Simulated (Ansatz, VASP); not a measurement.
# MoS2: VASP beside Ansatz

```
CELL_PARAMETERS angstrom
3.15043 0.00000 0.00000
-1.57521 2.72835 0.00000
0.00000 0.00000 12.25388
ATOMIC_POSITIONS crystal
Mo 0.33333 0.66667 0.25000
Mo 0.66667 0.33333 0.75000
S 0.33333 0.66667 0.62750
S 0.66667 0.33333 0.12750
S 0.33333 0.66667 0.87250
S 0.66667 0.33333 0.37250
```

Change from the starting cell: volume scaled by 0.99, crystal datasets.

Alike in both runs: task electric field gradients; functional PBE; k mesh 10 × 10 × 3; occupations fermi-dirac, width 0.03 eV; no spin polarisation.

|  | VASP | Ansatz |
| --- | --- | --- |
| version | VASP 6.6.1 | Ansatz 0.2.0 |
| potentials or method | VASP PAW PBE potentials, release 64 (Mo_sv, S), cutoff 520 eV | all-electron PAW with datasets made for the crystal, scalar-relativistic |

VASP gave:

```
pressure (GPa)                                                : 10.5
traceless stress, the component that is largest in VASP (GPa) : 4.54
rms of the force components (eV/Å)                            : 0.654
size of Vzz on the site where it differs most (V/Å²)          : 94.6
```

Problem. What did Ansatz give for the same quantities?

Solution. Pressure (GPa): 10.7; traceless stress, the component that is largest in VASP (GPa): 4.59; rms of the force components (eV/Å): 0.664; size of Vzz on the site where it differs most (V/Å²): 92.0.

Atom by atom the forces differ by 0.010 eV/Å (rms over components). Ansatz ran all-electron here, and VASP with PAW potentials.
